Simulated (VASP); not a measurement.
**La: single point with BLYP**

The system is La.

```
La
1.0
     3.77000    0.00000    0.00000
    -1.88500    3.26492    0.00000
     0.00000    0.00000   12.15900
La
4
Cartesian
  1.8850 1.0883 3.0398
  0.0000 2.1766 9.1193
  0.0000 0.0000 6.0795
  0.0000 0.0000 0.0000
```

| Property | Result |
| --- | --- |
| Program | VASP 6.6.1 |
| Task | single point |
| Functional | BLYP |
| Potentials or basis | VASP PAW PBE potentials, release 64 (La) |
| Cutoff | 520 eV |
| k mesh | 5 × 5 × 2 |
| Occupations | fermi-dirac, width 0.05 eV |
| Spin | no spin polarisation |
| Dipole correction | no |
| k mesh for the DOS | 8 × 8 × 3 |
| Occupations for the DOS | tetrahedron |
| Further INCAR settings | ALGO = Normal; EDIFF = 1e-06; NBANDS = 30 |

```
Valence electrons inside the program's atomic spheres : La 8.60, 8.64 (each value once)
```

Levels at points of the mesh, in eV from the Fermi level:
```csv
k point,band 19,band 20,band 21,band 22,band 23,band 24,band 25,band 26
"(0.00, 0.00, 0.00)",-1.84,-1.76,0.41,0.55,1.07,1.11,1.17,1.18
"(0.50, 0.00, 0.00)",-1.58,-1.06,-0.73,-0.32,-0.22,0.36,0.83,1.10
```

It took 4.3 min on 1 thread of Intel(R) Xeon(R) Platinum 8559C (Emerald Rapids) (shared host), peak memory 0.26 GiB.

Caveat: the k points lie up to 0.38 Å⁻¹ apart; spin-orbit coupling is left out, which moves the levels of the heavy elements.
